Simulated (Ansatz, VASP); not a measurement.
# One calculation of Cs, two programs

Contents of INCAR:

```
SYSTEM = Cs
  PREC = Accurate
  ENCUT = 520
  EDIFF = 1E-6
  ISMEAR = 0
  SIGMA = 0.15
  LREAL = .FALSE.
  LASPH = .TRUE.
  NELM = 100
  ALGO = Fast
  ISIF = 2
  LWAVE = .FALSE.
  LCHARG = .FALSE.
  GGA = PE
  NBANDS = 10
```

The input KPOINTS:

```
Automatic mesh
0
G
  12 12 12
  0 0 0
```

File POSCAR:

```
Cs
1.0
   -3.1434000000      3.1434000000      3.0225000000
    3.1434000000     -3.1434000000      3.0225000000
    3.1434000000      3.1434000000     -3.0225000000
Cs
1
Direct
    0.0000000000      0.0000000000      0.0000000000
```

Input for Ansatz:

```yaml
crystal:
  lattice:
    - [-3.1434, 3.1434, 3.0225]
    - [3.1434, -3.1434, 3.0225]
    - [3.1434, 3.1434, -3.0225]
  atoms:
    - { symbol: Cs, position: [0.0, 0.0, 0.0] }
basis:
  ecutwfc: 420
kpoints:
  mp_grid: { grid: [12, 12, 12] }
hamiltonian:
  xc: pbe
scf:
  occupations: { method: gaussian, width: 0.15 }
output:
  forces: true
  stress: true
  eigenvalues: true
```

Change from the starting cell: strain +0.040 along x and y, +0.000 along z, atoms carried along.

Alike in both runs: task single point; functional PBE; k mesh 12 × 12 × 12; occupations gaussian, width 0.15 eV; no spin polarisation.

|  | VASP | Ansatz |
| --- | --- | --- |
| version | VASP 6.6.1 | Ansatz 0.2.0 |
| potentials or method | VASP PAW PBE potentials, release 64 (Cs_sv), cutoff 520 eV | scalar-relativistic, plane waves, PAW |
| valence electrons in the cell | 9 | 9 |

|  | VASP | Ansatz | Ansatz less VASP |
| --- | --- | --- | --- |
| gap on the k mesh at the Fermi level (eV) | none | none | - |
| pressure (GPa) | -0.1 | 0.0 | +0.01 |

A gap of «none» marks a metal or a gap that the smearing closes.

Neither program's run includes spin-orbit coupling.
